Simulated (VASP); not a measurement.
A run of VASP 6.6.1:

INCAR

```
  PREC = Accurate
  ENCUT = 520
  EDIFF = 1E-7
  ISMEAR = -1
  SIGMA = 0.05
  LREAL = F
  LASPH = T
  NELM = 150
  ALGO = Normal
  ISIF = 2
  LWAVE = F
  LCHARG = F
  ISPIN = 2
  MAGMOM = 0.14 0.14 0 0
  LORBIT = 11
  LMAXMIX = 4
  LDAU = T
  LDAUTYPE = 2
  LDAUL = 2 -1
  LDAUU = 3.9 0
  LDAUJ = 0 0
  LDAUPRINT = 1
  GGA = PE
  NBANDS = 31
```

The input KPOINTS:

```
regular mesh
0
Gamma
  7 7 4
```

Contents of POSCAR:

```
MnS
1.0
    3.9960010800      0.0000000000      0.0000000000
   -1.9980005400      3.4606384500      0.0000000000
    0.0000000000      0.0000000000      6.4460000000
Mn S
2 2
Direct
    0.3333333300      0.6666666700      0.0000000000
    0.6666666700      0.3333333300      0.5000000000
    0.3333333300      0.6666666700      0.3750000000
    0.6666666700      0.3333333300      0.8750000000
```

Potentials or basis: VASP PAW PBE potentials, release 64 (Mn_pv, S).

Command:

```sh
$ cat potpaw_PBE.64/Mn_pv/POTCAR potpaw_PBE.64/S/POTCAR > POTCAR
$ mpirun -np 1 vasp_std > vasp.out
```

Hardware: 1 thread of AMD EPYC 7R13 Processor (Zen 3), on a shared host.

Problem. How long does it take, and how much memory?

Solution. Run time: 5.4 min on 1 thread of AMD EPYC 7R13 Processor (Zen 3), with other jobs on the host, peak memory 0.26 GiB. Counts: scf iterations 64, k points 24.
